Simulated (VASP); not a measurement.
Set up this calculation in VASP 6.6.1, as the native input.

```
Task                   : single point
Functional             : PBEsol
Potentials or basis    : VASP PAW PBE potentials, release 64 (O, H, F)
Cutoff                 : 520 eV
k mesh                 : 1 × 1 × 1
Occupations            : fermi-dirac, width 0.05 eV
Spin                   : no spin polarisation
Dipole correction      : no
Further INCAR settings : LREAL = Auto; ALGO = Normal; EDIFF = 1e-06; NBANDS = 66
```

The structure of H21O10F lies in POSCAR:

```
H21O10F
1.0
    6.9382320000      0.0000000000      0.0000000000
    0.0000000000      6.9382320000      0.0000000000
    0.0000000000      0.0000000000      6.9382320000
O H F
10 21 1
Direct
    0.3758306151      0.4931083308      0.8690254232
    0.8619486924      1.0692493419      0.7959520523
    0.2975397767      0.9252357085      0.0490326642
    0.1286206630      0.1340831497      0.3339899848
    0.5586005196      0.0847622276      0.3529861786
    0.9776842285      0.4984555143      0.1760246703
    0.6245683338      0.7412983596      0.4111710303
    0.2653269594      0.8854128833      0.6586115887
    0.3534185654      0.5924275810      0.2376974422
    0.5559917858      0.1666130507      0.9455723014
    0.4772541477      0.5554729216      0.8194594819
    0.2526724387      0.5055610709      0.7980419219
    0.8095722368      1.0422684050      0.6559163775
    0.8387727594      0.9411907817      0.8939020776
    0.4089082060      1.0114103997      0.0347350737
    0.2704867753      0.8862055924     -0.0801212759
    0.1322382993      0.2488530219      0.2503807887
    0.1304078618      0.0145426097      0.2536092768
    0.4241282217      0.1283324051      0.3575118272
    0.5707217631      0.0628258035      0.2019822917
    0.9675663771      0.4304122433      0.3018780577
    1.0570704468      0.6047794308      0.2260229984
    0.5078383081      0.6560316807      0.3380255950
    0.5809260918      0.8873874497      0.3869429561
    0.1637737107      0.9651882497      0.6042893925
    0.3803274379      0.8765921924      0.5760689467
    0.3485037687      0.7280817361      0.1638601880
    0.3345088489      0.5168463666      0.1202179460
    0.4926038795      0.2773617256      0.8959631214
    0.6774636536      0.1237058663      0.8613433509
    0.6199273821      0.7325064944      0.5660231598
    0.6274220868      0.6908820576      0.7376663104
```

One way to write it, as run:

INCAR

```
SYSTEM = H21O10F
  PREC = Accurate
  ENCUT = 520
  EDIFF = 1E-6
  ISMEAR = -1
  SIGMA = 0.05
  LREAL = Auto
  LASPH = .TRUE.
  NELM = 120
  ALGO = Normal
  ISIF = 2
  LWAVE = .FALSE.
  LCHARG = .TRUE.
  GGA = PS
  LELF = .TRUE.
  LVHAR = .TRUE.
  NBANDS = 66
  GGA_COMPAT = .FALSE.
```

KPOINTS

```
Automatic mesh
0
G
  1 1 1
  0 0 0
```

Potentials or basis: VASP PAW PBE potentials, release 64 (O, H, F).

Command:

```bash
$ cat potpaw_PBE.64/O/POTCAR potpaw_PBE.64/H/POTCAR potpaw_PBE.64/F/POTCAR > POTCAR
$ mpirun -np 1 vasp_gam > vasp.out
```

Results of the run:

The pressure is 0.8 GPa, the largest force is 8.159 eV/Å and the band gap on the k mesh is 4.27 eV.

Caveat: the k points lie up to 0.91 Å⁻¹ apart; the PAW data sets were made with another functional, which shifts forces and pressure a little.

It took 59 s on 1 thread of AMD EPYC 7R43 64-Core Processor (Zen 3) (shared host), peak memory 0.32 GiB.
